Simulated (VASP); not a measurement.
Runs of VASP 6.6.1 on OsRh. The structure is that of space group Pm-3m (No. 221), or close to it. The cells are those of the table. 

```csv
task,cell,k mesh,cutoff (eV),gap on the mesh (eV),pressure (GPa),relaxed volume (Å³/atom)
relaxation of cell and atoms,"relaxed from a = 3.076 Å, 2 atoms",18 × 18 × 18,600,none,0.0,(a)
single point,"a = 3.076 Å, 2 atoms",6 × 6 × 6,520,none,0.0,-
single point,"a = 3.076 Å, 2 atoms",18 × 18 × 18,520,none,0.0,-
relaxation of cell and atoms,"relaxed from a = 2.994 Å, 2 atoms",6 × 6 × 6,600,none,-0.4,14.56
single point,"a = 2.994 Å, 2 atoms",6 × 6 × 6,520,none,29.5,-
```

Alike in all rows: level PBE; potentials or basis VASP PAW PBE potentials, release 64 (Os, Rh_pv); no spin polarisation; smearing gaussian 0.1 eV.

**Question.** Estimate the missing entries.

**Answer.** (a) 14.55.

Caveats: spin-orbit coupling is left out, which moves the levels of the heavy elements; the cell stands under pressure (at least some runs).

A k mesh can miss the band edges, and the runs leave out spin-orbit coupling on Os, Rh.

A gap of «none» marks levels without a gap at the run's occupations.
